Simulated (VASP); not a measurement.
# HfN (I4/mmm) in VASP: further runs, part 3 of 4

VASP 6.6.1.

### 5 Electric field gradients, PBEsol (equal xx and yy strain of -1 %)

The input, INCAR:

```
SYSTEM = HfN
  PREC = Accurate
  ENCUT = 520
  EDIFF = 1E-8
  ISMEAR = -1
  SIGMA = 0.01
  LREAL = .FALSE.
  LASPH = .TRUE.
  NELM = 120
  ALGO = Normal
  ISIF = 2
  LWAVE = .FALSE.
  LCHARG = .FALSE.
  GGA = PS
  LEFG = .TRUE.
  NBANDS = 14
  GGA_COMPAT = .FALSE.
```

The input, KPOINTS:

```
regular mesh
0
G
  10 10 10
  0 0 0
```

The input, POSCAR:

```
HfN
1.0
    0.0000000000      2.2364100000      2.2590000000
    2.2364100000      0.0000000000      2.2590000000
    2.2364100000      2.2364100000      0.0000000000
Hf N
1 1
Direct
    0.0000000000      0.0000000000      0.0000000000
    0.5000000000      0.5000000000      0.5000000000
```

Potentials or basis: VASP PAW PBE potentials, release 64 (Hf_pv, N).

Command:

```sh
$ cat potpaw_PBE.64/Hf_pv/POTCAR potpaw_PBE.64/N/POTCAR > POTCAR
$ mpirun -np 1 vasp_std > vasp.out
```

OUTCAR:

```text
SYSTEM = HfN
   PREC = Accurate
   ENCUT = 520
   EDIFF = 1E-8
   ISMEAR = -1
   LREAL = .FALSE.
   LASPH = .TRUE.
   NELM = 120
   ISIF = 2
   GGA = PS

 ion  position               nearest neighbor table
   1  0.000  0.000  0.000-   2 2.24   2 2.24   2 2.24   2 2.24   2 2.26   2 2.26
   2  0.500  0.500  0.500-   1 2.24   1 2.24   1 2.24   1 2.24   1 2.26   1 2.26

  LATTYP: Found a body centered tetragonal cell.
 ALAT       =     3.1627613530
 C/A-ratio  =     1.4284985479

  Lattice vectors:

 A1 = (  -2.2364100000,   0.0000000000,   2.2590000000)
 A2 = (   2.2364100000,   0.0000000000,   2.2590000000)
 A3 = (   0.0000000000,   2.2364100000,  -2.2590000000)

Analysis of symmetry for initial positions (statically):
=====================================================================
 Subroutine PRICEL returns:
 Original cell was already a primitive cell.

 Routine SETGRP: Setting up the symmetry group for a
 body centered tetragonal supercell.

 Subroutine GETGRP returns: Found 16 space group operations
 (whereof 16 operations were pure point group operations)
 out of a pool of 16 trial point group operations.

The static configuration has the point symmetry D_4h.

Analysis of symmetry for dynamics (positions and initial velocities):
=====================================================================
 Subroutine PRICEL returns:
 Original cell was already a primitive cell.

 Routine SETGRP: Setting up the symmetry group for a
 body centered tetragonal supercell.

 Subroutine GETGRP returns: Found 16 space group operations
 (whereof 16 operations were pure point group operations)
 out of a pool of 16 trial point group operations.

The dynamic configuration has the point symmetry D_4h.

 Subroutine INISYM returns: Found 16 space group operations
 (whereof 16 operations are pure point group operations),
 and found     1 'primitive' translations

----------------------------------------------------------------------------------------

                                     Primitive cell

  volume of cell :      22.5969

  direct lattice vectors                    reciprocal lattice vectors
     0.000000000  2.236410000  2.259000000    -0.223572601  0.223572601  0.221336875
     2.236410000  0.000000000  2.259000000     0.223572601 -0.223572601  0.221336875
     2.236410000  2.236410000  0.000000000     0.223572601  0.223572601 -0.221336875

  length of vectors
     3.178775029  3.178775029  3.162761353     0.385952624  0.385952624  0.385952624

  position of ions in fractional coordinates (direct lattice)
     0.000000000  0.000000000  0.000000000
     0.500000000  0.500000000  0.500000000

  ion indices of the primitive-cell ions
   primitive index   ion index
                 1           1
                 2           2

----------------------------------------------------------------------------------------

 KPOINTS: regular mesh

Automatic generation of k-mesh.
[... 78 lines left out ...]
   NUPDOWN=      -1.0000    fix difference up-down
   EMIN   =  10.00;   EMAX   =-10.00  energy-range for DOS
   EFERMI =   0.00;   METHOD = LEGACY
   ISMEAR =    -1;   SIGMA  =   0.01  broadening in eV -4-tet -1-fermi 0-gaus
   EFERMI_NEDOS =   21; number of points for ismear=-14 and -15
   IALGO  =     38    algorithm
   IMIX   =      4    mixing-type and parameters
     AMIX     =   0.40;   BMIX     =  1.00
     AMIX_MAG =   1.60;   BMIX_MAG =  1.00
  volume/ion in A,a.u.               =      11.30        76.25
  Fermi-wavevector in a.u.,A,eV,Ry     =   1.428090  2.698699 27.748277  2.039441
  Thomas-Fermi vector in A             =   2.548189
   LORBIT       =      0    0 simple, 1 ext, 2 COOP (PROOUT), +10 PAW based schemes
   GGA     = PS    functional components
   LHFCALC =     F    Hartree Fock is set to
   AEXX    =    0.0000 exact exchange contribution
   IVDW    =     0    specifies the selected vdW correction
   LEPSILON=     F    determine dielectric tensor
   LRPA    =     F    only Hartree local field effects (RPA)
 non-spin polarized calculation
  energy-cutoff  :      520.00
  volume of cell :       22.60
 maximum number of plane-waves:       620
   NGX = 11   NGY = 11   NGZ = 11

 number of electron      15.0000001 magnetization

 Free energy of the ion-electron system (eV)
  ---------------------------------------------------
  ext. energy  EPLUGINS =         0.00000000
  ---------------------------------------------------
  free energy    TOTEN  =       -22.98351328 eV

  energy without entropy =      -22.98310173  energy(sigma->0) =      -22.98330750

 E-fermi :   8.3993     XC(G=0): -12.9989

 val. band max:        8.3967375962   @ k =  -0.1000   0.0000   0.1000
 cond. band min:       8.4120294271   @ k =  -0.4000   0.3000   0.0000
 fundamental gap:      0.0152918309
 Fermi energy:         8.3992792280

 k-point     1 :       0.0000    0.0000    0.0000
  band No.  band energies     occupation
      1     -22.6013      2.00000
      2     -22.5942      2.00000
      3     -22.5942      2.00000
      4      -9.1840      2.00000
      5       5.3316      2.00000
      6       5.3836      2.00000
      7       5.3836      2.00000
      8       7.9189      2.00000
      9       8.0372      2.00000
     10       8.0372      2.00000
     11      10.1435      0.00000
     12      10.4497      0.00000
     13      10.5390      0.00000
     14      17.9670      0.00000
[... 377 lines left out ...]
      1     -23.3294      2.00000
      2     -22.8767      2.00000
      3     -22.8412      2.00000
      4      -7.7536      2.00000
      5       1.7196      2.00000
      6       3.7513      2.00000
      7       4.2796      2.00000
      8       5.8670      2.00000
      9      12.5914      0.00000
     10      13.1104      0.00000
     11      13.2344      0.00000
     12      13.4252      0.00000
     13      17.6134      0.00000
     14      19.8238      0.00000

 [... further k-points ...]
[... 5 lines left out ...]
  --------------------------------------------------------------------------------------
  -------------------------------------------------------------------------------------
  Total        0.2766499      0.2766499     -0.3183721      0.0000000      0.0000000      0.0000000
  in kB       19.6151699     19.6151699    -22.5733775      0.0000000      0.0000000      0.0000000
  external PRESSURE =       5.5523208 kB  Pullay stress =       0.0000000 kB

 VOLUME and BASIS-vectors are now :
 -----------------------------------------------------------------------------
  energy-cutoff  :      520.00
  volume of cell :       22.60
      direct lattice vectors                 reciprocal lattice vectors
     0.000000000  2.236410000  2.259000000    -0.223572601  0.223572601  0.221336875
     2.236410000  0.000000000  2.259000000     0.223572601 -0.223572601  0.221336875
     2.236410000  2.236410000  0.000000000     0.223572601  0.223572601 -0.221336875

 POSITION                                       TOTAL-FORCE (eV/Angst)
 -----------------------------------------------------------------------------------
      0.00000      0.00000      0.00000         0.000000      0.000000      0.000000
      2.23641      2.23641      2.25900        -0.000000     -0.000000      0.000000
 -----------------------------------------------------------------------------------
    total drift:                                0.000000     -0.000000     -0.000000

  FREE ENERGIE OF THE ION-ELECTRON SYSTEM (eV)
  ---------------------------------------------------
  free  energy   TOTEN  =       -22.9835132755 eV

  energy  without entropy=      -22.9831017303  energy(sigma->0) =      -22.98330750

 Electric field gradients (V/A^2)
---------------------------------------------------------------------
 ion       V_xx      V_yy      V_zz      V_xy      V_xz      V_yz
---------------------------------------------------------------------
   1     -18.930   -18.930    37.860    -0.001    -0.000    -0.000
   2      -1.827    -1.827     3.653     0.001     0.001     0.001
---------------------------------------------------------------------

 Electric field gradients after diagonalization (V/A^2)
 (convention: |V_zz| > |V_xx| > |V_yy|)
----------------------------------------------------------------------
 ion       V_xx      V_yy      V_zz     asymmetry (V_yy - V_xx)/ V_zz
----------------------------------------------------------------------
   1     -18.931   -18.930    37.860       0.000
   2      -1.828    -1.826     3.653       0.001
----------------------------------------------------------------------

           NMR quadrupolar parameters

 Cq : quadrupolar parameter    Cq=e*Q*V_zz/h
 eta: asymmetry parameters     (V_yy - V_xx)/ V_zz
 Q  : nuclear electric quadrupole moment in mb (millibarn)
----------------------------------------------------------------------
 ion       Cq(MHz)       eta       Q (mb)
----------------------------------------------------------------------
   1       0.092       0.000       1.000
   2       0.009       0.001       1.000
----------------------------------------------------------------------
```

OSZICAR:

```text
N       E                     dE             d eps       ncg     rms          rms(c)
DAV:   1     0.397860238835E+02    0.39786E+02   -0.78553E+03  2872   0.102E+03
DAV:   2    -0.236740099670E+02   -0.63460E+02   -0.59050E+02  3754   0.241E+02
DAV:   3    -0.257090667393E+02   -0.20351E+01   -0.20285E+01  3294   0.352E+01
DAV:   4    -0.257160112565E+02   -0.69445E-02   -0.69438E-02  3378   0.243E+00
DAV:   5    -0.257160508157E+02   -0.39559E-04   -0.39560E-04  3336   0.157E-01    0.523E+01
DAV:   6    -0.230977152270E+02    0.26183E+01   -0.71617E+00  3186   0.209E+01    0.433E+01
DAV:   7    -0.230140239487E+02    0.83691E-01   -0.43940E-01  3630   0.580E+00    0.262E+01
DAV:   8    -0.229880130829E+02    0.26011E-01   -0.93619E-02  3330   0.263E+00    0.504E+00
DAV:   9    -0.229836101310E+02    0.44030E-02   -0.10613E-02  3366   0.849E-01    0.195E+00
DAV:  10    -0.229835466695E+02    0.63462E-04   -0.82571E-04  3824   0.264E-01    0.457E-01
DAV:  11    -0.229835147287E+02    0.31941E-04   -0.64633E-05  3606   0.794E-02    0.865E-02
DAV:  12    -0.229835134480E+02    0.12806E-05   -0.65630E-06  3764   0.217E-02    0.185E-02
DAV:  13    -0.229835132960E+02    0.15201E-06   -0.10564E-07  3492   0.308E-03    0.266E-03
DAV:  14    -0.229835132696E+02    0.26425E-07   -0.41897E-09  2376   0.561E-04    0.200E-03
DAV:  15    -0.229835132755E+02   -0.59194E-08   -0.67594E-10  1758   0.260E-04
   1 F= -.22983513E+02 E0= -.22983308E+02  d E =-.411545E-03
```

stdout:

```text
POSCAR found type information on POSCAR HfN
 POSCAR found :  2 types and       2 ions
 scaLAPACK will be used
 -----------------------------------------------------------------------------
|                                                                             |
|                                                                             |
|     You enforced a specific xc type in the INCAR file but a different       |
|     I HOPE YOU KNOW WHAT YOU ARE DOING!                                     |
|                                                                             |
 -----------------------------------------------------------------------------

 LDA part: xc-table for (Slater+PW92), standard interpolation
 POSCAR, INCAR and KPOINTS ok, starting setup
 FFT: planning ... GRIDC
 FFT: planning ... GRID_SOFT
 FFT: planning ... GRID
 WAVECAR not read
 entering main loop
ion   1

ion   2
```

Wall time 18 s (1 thread of AMD EPYC 9R45 (Zen 5), shared host); peak memory 0.13 GiB.

What came out:

| Property | Result |
| --- | --- |
| Free energy | -22.9835 eV |
| Pressure | 0.6 GPa |

Levels at points of the mesh, in eV from the Fermi level:
```
           k point  band 6  band 7  band 8  band 9  band 10  band 11
(0.00, 0.00, 0.00)   -3.02   -3.02   -0.48   -0.36    -0.36     1.74
(0.50, 0.00, 0.00)   -6.31   -6.30    3.37    3.76     3.84     4.49
(0.50, 0.50, 0.00)   -3.94   -3.66   -3.66    4.18     5.69     5.69
(0.50, 0.00, 0.50)   -3.96   -3.73   -3.68    4.17     5.61     5.76
```

Electric field gradients, principal values (V/Å²):
```
atom    least   middle  greatest (by size)
1 Hf  -18.930  -18.931              37.860
 2 N   -1.826   -1.828               3.653
```

Caveat: the cell differs from its parent crystal (equal xx and yy strain of -1 %); without QUAD_EFG the Cq values of the log hold for a quadrupole moment of 1 mb, not for the nuclei; the PAW data sets were made with another functional, which shifts forces and pressure a little; spin-orbit coupling is left out, which moves the levels of the heavy elements.

(Part 3 of 4 ends here.)
